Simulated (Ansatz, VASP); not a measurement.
One calculation of PbS, two programs

```xyz
2
Lattice="0.0000 2.9657 2.9657 2.9657 0.0000 2.9657 2.9657 2.9657 0.0000" Properties=species:S:1:pos:R:3 pbc="T T T"
Pb   -0.0038    0.0054   -0.0004
S     2.9901    2.9307    2.9685
```

Alike in both runs: task single point; functional PBE; k mesh 3 × 3 × 3; no spin polarisation.

|  | VASP | Ansatz |
| --- | --- | --- |
| version | VASP 6.6.1 | Ansatz 0.2.0 |
| potentials or method | VASP PAW PBE potentials, release 64 (Pb_d, S) | plane waves, PAW |
| plane-wave cutoff (eV) | 500 | 420 |
| occupations | gaussian, width 0.01 eV | fixed |
| valence electrons in the cell | 20 | 20 |

|  | VASP | Ansatz | Ansatz less VASP |
| --- | --- | --- | --- |
| rms of the force components (eV/Å) | 0.008 | 0.008 | -0.0002 |

Atom by atom the forces differ by 0.000 eV/Å (rms over components).

The k mesh is coarse, so the values compare programs but aren't converged. Spin-orbit coupling is off throughout.
